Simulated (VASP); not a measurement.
Wanted: the native input for a VASP 6.6.1 run.

| Item | Value |
| --- | --- |
| Task | single point |
| Functional | LDA |
| Potentials or basis | VASP PAW LDA potentials, release 64 (Al, Cr_pv, C) |
| Cutoff | 520 eV |
| k mesh | 15 × 15 × 4 |
| Occupations | gaussian, width 0.1 eV |
| Spin | no spin polarisation |
| Dipole correction | no |
| Further INCAR settings | ALGO = Normal; EDIFF = 1e-06; NBANDS = 41 |

The structure of AlCr2C lies in POSCAR:

```
AlCr2C
1.0
    2.7916512223      0.0000000000      0.0000000000
   -1.3958256112      2.4176408770      0.0000000000
    0.0000000000      0.0000000000     12.4708691996
Al Cr C
2 4 2
Direct
    0.6666666667      0.3333333333      0.2500000000
    0.3333333333      0.6666666667      0.7500000000
    0.3333333333      0.6666666667      0.4153687749
    0.6666666667      0.3333333333      0.9153687749
    0.6666666667      0.3333333333      0.5846312251
    0.3333333333      0.6666666667      0.0846312251
    0.0000000000      0.0000000000      0.5000000000
    0.0000000000      0.0000000000      0.0000000000
```

The input as run:

INCAR

```
SYSTEM = AlCr2C
ALGO = Normal ; EDIFF = 1E-6
ENCUT = 520 ; ISIF = 2
ISMEAR = 0 ; LASPH = .True.
LCHARG = .True. ; LELF = .True.
LREAL = .False. ; LVHAR = .True.
LWAVE = .False. ; NBANDS = 41
NELM = 100 ; PREC = Accurate
SIGMA = 0.1
```

KPOINTS

```
k-points
0
Gamma
  15 15 4
  0 0 0
```

Potentials or basis: VASP PAW LDA potentials, release 64 (Al, Cr_pv, C).

The run is started by

```bash
$ cat potpaw_LDA.64/Al/POTCAR potpaw_LDA.64/Cr_pv/POTCAR potpaw_LDA.64/C/POTCAR > POTCAR
$ mpirun -np 1 vasp_std > vasp.out
```

It gave:

The pressure is 0.6 GPa, the largest force is 0.074 eV/Å and the band gap on the k mesh is zero (band 31 reaches 10.86 eV, above the bottom of band 32 at 9.97 eV).

Run time: 2.6 min on 1 thread of Intel(R) Xeon(R) 6975P-C (Granite Rapids), with other jobs on the host, peak memory 0.34 GiB.
